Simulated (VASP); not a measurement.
# HgTe in VASP: notebook

The runs below take HgTe through electric field gradients, with LDA, PBE.

Program: VASP 6.6.1. These are calculated values, not measurements. Logs are shortened: lines on timing, memory, paths and dates and some standing lists are left out, and cuts for length are marked.

## 1. The cell of the first run

It takes space group F-43m (No. 216, cubic). Conventional cell: a = 6.447 Å, b = 6.447 Å, c = 6.447 Å, α = 90.00°, β = 90.00°, γ = 90.00°. Within 3.7 Å of Hg (site symmetry -43m) lie 4 Te at 2.79 Å. Within 3.7 Å of Te (site symmetry -43m) lie 4 Hg at 2.79 Å.

## 2. Electric field gradients, LDA

INCAR reads:

```
PREC = Accurate ; ENCUT = 520
EDIFF = 1E-8 ; ISMEAR = -1
SIGMA = 0.03 ; LREAL = False
LASPH = True ; NELM = 80
ALGO = Normal ; ISIF = 2
LWAVE = False ; LCHARG = False
GGA = CA ; LEFG = True
NBANDS = 16
```

KPOINTS reads:

```
regular mesh
0
Gamma
  11 11 11
```

POSCAR reads:

```
HgTe
1.0
    0.0000000000      3.2235000000      3.2235000000
    3.2235000000      0.0000000000      3.2235000000
    3.2235000000      3.2235000000      0.0000000000
Hg Te
1 1
Direct
    0.0000000000      0.0000000000      0.0000000000
    0.7500000000      0.7500000000      0.7500000000
```

Potentials or basis: VASP PAW LDA potentials, release 64 (Hg, Te).

On the command line:

```bash
> cat potpaw_LDA.64/Hg/POTCAR potpaw_LDA.64/Te/POTCAR > POTCAR
> mpirun -np 1 vasp_std > vasp.out
```

OUTCAR:

```text
PREC = Accurate
   ENCUT = 520
   EDIFF = 1E-8
   ISMEAR = -1
   LREAL = False
   LASPH = True
   NELM = 80
   ISIF = 2
   GGA = CA

 ion  position               nearest neighbor table
   1  0.000  0.000  0.000-   2 2.79   2 2.79   2 2.79   2 2.79
   2  0.750  0.750  0.750-   1 2.79   1 2.79   1 2.79   1 2.79

  LATTYP: Found a face centered cubic cell.
 ALAT       =     6.4470000000

  Lattice vectors:

 A1 = (   0.0000000000,   3.2235000000,   3.2235000000)
 A2 = (   3.2235000000,   0.0000000000,   3.2235000000)
 A3 = (   3.2235000000,   3.2235000000,   0.0000000000)

Analysis of symmetry for initial positions (statically):
=====================================================================
 Subroutine PRICEL returns:
 Original cell was already a primitive cell.

 Routine SETGRP: Setting up the symmetry group for a
 face centered cubic supercell.

 Subroutine GETGRP returns: Found 24 space group operations
 (whereof 24 operations were pure point group operations)
 out of a pool of 48 trial point group operations.

The static configuration has the point symmetry T_d .

Analysis of symmetry for dynamics (positions and initial velocities):
=====================================================================
 Subroutine PRICEL returns:
 Original cell was already a primitive cell.

 Routine SETGRP: Setting up the symmetry group for a
 face centered cubic supercell.

 Subroutine GETGRP returns: Found 24 space group operations
 (whereof 24 operations were pure point group operations)
 out of a pool of 48 trial point group operations.

The dynamic configuration has the point symmetry T_d .

 Subroutine INISYM returns: Found 24 space group operations
 (whereof 24 operations are pure point group operations),
 and found     1 'primitive' translations

----------------------------------------------------------------------------------------

                                     Primitive cell

  volume of cell :      66.9905

  direct lattice vectors                    reciprocal lattice vectors
     0.000000000  3.223500000  3.223500000    -0.155110904  0.155110904  0.155110904
     3.223500000  0.000000000  3.223500000     0.155110904 -0.155110904  0.155110904
     3.223500000  3.223500000  0.000000000     0.155110904  0.155110904 -0.155110904

  length of vectors
     4.558717418  4.558717418  4.558717418     0.268659967  0.268659967  0.268659967

  position of ions in fractional coordinates (direct lattice)
     0.000000000  0.000000000  0.000000000
     0.750000000  0.750000000  0.750000000

  ion indices of the primitive-cell ions
   primitive index   ion index
                 1           1
                 2           2

----------------------------------------------------------------------------------------

 KPOINTS: regular mesh

Automatic generation of k-mesh.
 Grid dimensions read from file:
 generate k-points for:   11   11   11

 Generating k-lattice:

  Cartesian coordinates                     Fractional coordinates (reciprocal lattice)
    -0.014100991  0.014100991  0.014100991     0.090909091  0.000000000  0.000000000
     0.014100991 -0.014100991  0.014100991     0.000000000  0.090909091  0.000000000
     0.014100991  0.014100991 -0.014100991     0.000000000  0.000000000  0.090909091

  Length of vectors
     0.024423633  0.024423633  0.024423633

  Shift w.r.t. Gamma in fractional coordinates (k-lattice)
     0.000000000  0.000000000  0.000000000

 Subroutine IBZKPT returns following result:
 ===========================================

 Found     56 irreducible k-points:

 Following reciprocal coordinates:
            Coordinates               Weight
  0.000000  0.000000  0.000000      1.000000
  0.090909  0.000000  0.000000      8.000000
  0.181818  0.000000  0.000000      8.000000
  0.272727  0.000000  0.000000      8.000000
  0.363636  0.000000  0.000000      8.000000
  0.454545  0.000000  0.000000      8.000000
[... 16 lines left out ...]
 -0.272727  0.181818  0.000000     24.000000
 -0.181818  0.181818  0.000000     12.000000
 [... further k-points ...]
   k-points           NKPTS =     56   k-points in BZ     NKDIM =     56   number of bands    NBANDS=     16
   number of dos      NEDOS =    301   number of ions     NIONS =      2
   total plane-waves  NPLWV =  46656
   dimension x,y,z NGX =    36 NGY =   36 NGZ =   36
   dimension x,y,z NGXF=    72 NGYF=   72 NGZF=   72
   ions per type =               1   1
   NGX,Y,Z   is equivalent  to a cutoff of  13.13, 13.13, 13.13 a.u.
   NGXF,Y,Z  is equivalent  to a cutoff of  26.26, 26.26, 26.26 a.u.
 SYSTEM =  unknown system
   PREC   = accura    normal or accurate (medium, high low for compatibility)
   ISTART =      0    job   : 0-new  1-cont  2-samecut
   ICHARG =      2    charge: 1-file 2-atom 10-const
   ISPIN  =      1    spin polarized calculation?
   LNONCOLLINEAR =      F non collinear calculations
   LSORBIT =      F    spin-orbit coupling
   LASPH  =      T    aspherical Exc in radial PAW
   ENCUT  =  520.0 eV  38.22 Ry    6.18 a.u.   8.48  8.48  8.48*2*pi/ulx,y,z
   NELM   =     80;   NELMIN=  2; NELMDL= -5     # of ELM steps
   EDIFF  = 0.1E-07   stopping-criterion for ELM
   LREAL  =      F    real-space projection
   EDIFFG = 0.1E-06   stopping-criterion for IOM
   NSW    =      0    number of steps for IOM
   IBRION =     -1    ionic relax: 0-MD 1-quasi-New 2-CG
   NFREE  =      0    steps in history (QN), initial steepest desc. (CG)
   ISIF   =      2    stress and relaxation
   ISYM   =      2    0-nonsym 1-usesym 2-fastsym
   POTIM  = 0.5000    time-step for ionic-motion
   TEBEG  =    0.0;   TEEND  =   0.0 temperature during run
   PSTRESS=    0.0 pullay stress
   NELECT =      18.0000    total number of electrons
   NUPDOWN=      -1.0000    fix difference up-down
   EMIN   =  10.00;   EMAX   =-10.00  energy-range for DOS
   EFERMI =   0.00;   METHOD = LEGACY
   ISMEAR =    -1;   SIGMA  =   0.03  broadening in eV -4-tet -1-fermi 0-gaus
   EFERMI_NEDOS =   21; number of points for ismear=-14 and -15
   IALGO  =     38    algorithm
   IMIX   =      4    mixing-type and parameters
     AMIX     =   0.40;   BMIX     =  1.00
     AMIX_MAG =   1.60;   BMIX_MAG =  1.00
  volume/ion in A,a.u.               =      33.50       226.04
  Fermi-wavevector in a.u.,A,eV,Ry     =   1.056399  1.996305 15.183815  1.115979
  Thomas-Fermi vector in A             =   2.191633
   LORBIT       =      0    0 simple, 1 ext, 2 COOP (PROOUT), +10 PAW based schemes
   GGA     = CA    functional components
   LHFCALC =     F    Hartree Fock is set to
   AEXX    =    0.0000 exact exchange contribution
   IVDW    =     0    specifies the selected vdW correction
   LEPSILON=     F    determine dielectric tensor
   LRPA    =     F    only Hartree local field effects (RPA)
 non-spin polarized calculation
  energy-cutoff  :      520.00
  volume of cell :       66.99
 maximum number of plane-waves:      1832
 NGX is ok and might be reduce to    36
   NGX = 17   NGY = 17   NGZ = 17

 number of electron      18.0000001 magnetization

 Free energy of the ion-electron system (eV)
  ---------------------------------------------------
  ext. energy  EPLUGINS =         0.00000000
  ---------------------------------------------------
  free energy    TOTEN  =        -5.03868339 eV

  energy without entropy =       -5.03854527  energy(sigma->0) =       -5.03861433

 E-fermi :   3.0195     XC(G=0):  -9.1346

 val. band max:        2.9869777935   @ k =   0.0000   0.0000   0.0000
 cond. band min:       3.4262717711   @ k =   0.0909   0.0000   0.0000
 fundamental gap:      0.4392939776
 Fermi energy:         3.0194913942

 k-point     1 :       0.0000    0.0000    0.0000
  band No.  band energies     occupation
      1      -9.1111      2.00000
      2      -4.4340      2.00000
      3      -4.4340      2.00000
      4      -4.4340      2.00000
      5      -3.8913      2.00000
      6      -3.8913      2.00000
[... 8 lines left out ...]
     15      12.5110      0.00000
     16      12.5110      0.00000

 k-point     2 :       0.0909    0.0000    0.0000
  band No.  band energies     occupation
      1      -9.0687      2.00000
      2      -4.4221      2.00000
      3      -4.4221      2.00000
      4      -4.4207      2.00000
      5      -3.8928      2.00000
      6      -3.8928      2.00000
[... 8 lines left out ...]
     15      11.8396      0.00000
     16      11.8396      0.00000
[... 387 lines left out ...]
      5      -3.9110      2.00000
      6      -3.8358      2.00000
[... 8 lines left out ...]
     15      12.0695      0.00000
     16      13.2243      0.00000

 k-point    24 :      -0.1818    0.1818    0.0000
  band No.  band energies     occupation
      1      -8.7368      2.00000
      2      -4.3406      2.00000
      3      -4.3212      2.00000
      4      -4.2260      2.00000
      5      -3.9153      2.00000
      6      -3.8647      2.00000
[... 8 lines left out ...]
     15      12.0073      0.00000
     16      12.2550      0.00000

 [... further k-points ...]
[... 5 lines left out ...]
  --------------------------------------------------------------------------------------
  -------------------------------------------------------------------------------------
  Total       -0.0009959     -0.0009959     -0.0009959     -0.0000000      0.0000000      0.0000000
  in kB       -0.0238183     -0.0238183     -0.0238183     -0.0000000      0.0000000      0.0000000
  external PRESSURE =      -0.0238183 kB  Pullay stress =       0.0000000 kB

 VOLUME and BASIS-vectors are now :
 -----------------------------------------------------------------------------
  energy-cutoff  :      520.00
  volume of cell :       66.99
      direct lattice vectors                 reciprocal lattice vectors
     0.000000000  3.223500000  3.223500000    -0.155110904  0.155110904  0.155110904
     3.223500000  0.000000000  3.223500000     0.155110904 -0.155110904  0.155110904
     3.223500000  3.223500000  0.000000000     0.155110904  0.155110904 -0.155110904

 POSITION                                       TOTAL-FORCE (eV/Angst)
 -----------------------------------------------------------------------------------
      0.00000      0.00000      0.00000         0.000000      0.000000      0.000000
      4.83525      4.83525      4.83525        -0.000000     -0.000000     -0.000000
 -----------------------------------------------------------------------------------
    total drift:                                0.000000      0.000000      0.000000

  FREE ENERGIE OF THE ION-ELECTRON SYSTEM (eV)
  ---------------------------------------------------
  free  energy   TOTEN  =        -5.0386833893 eV

  energy  without entropy=       -5.0385452714  energy(sigma->0) =       -5.03861433

 Electric field gradients (V/A^2)
---------------------------------------------------------------------
 ion       V_xx      V_yy      V_zz      V_xy      V_xz      V_yz
---------------------------------------------------------------------
   1      -0.000    -0.000    -0.000    -0.000    -0.000    -0.000
   2       0.000    -0.000    -0.000    -0.000    -0.000    -0.000
---------------------------------------------------------------------

 Electric field gradients after diagonalization (V/A^2)
 (convention: |V_zz| > |V_xx| > |V_yy|)
----------------------------------------------------------------------
 ion       V_xx      V_yy      V_zz     asymmetry (V_yy - V_xx)/ V_zz
----------------------------------------------------------------------
   1       0.000     0.000    -0.001       0.000
   2       0.000     0.000    -0.000       0.000
----------------------------------------------------------------------

           NMR quadrupolar parameters

 Cq : quadrupolar parameter    Cq=e*Q*V_zz/h
 eta: asymmetry parameters     (V_yy - V_xx)/ V_zz
 Q  : nuclear electric quadrupole moment in mb (millibarn)
----------------------------------------------------------------------
 ion       Cq(MHz)       eta       Q (mb)
----------------------------------------------------------------------
   1      -0.000       0.000       1.000
   2      -0.000       0.000       1.000
----------------------------------------------------------------------
```

Run time: 1.7 min. Hardware: 1 thread of AMD EPYC 7R13 (Zen 3), shared host; peak memory 0.17 GiB.

What came out:

* Free energy: -5.0387 eV
* Pressure: 0.0 GPa
* Band gap on the k mesh: zero (filled and empty bands touch)

Caveat: without QUAD_EFG the Cq values of the log hold for a quadrupole moment of 1 mb, not for the nuclei; spin-orbit coupling is left out, which moves the levels of the heavy elements.

(Part 1 of 4 ends here.)
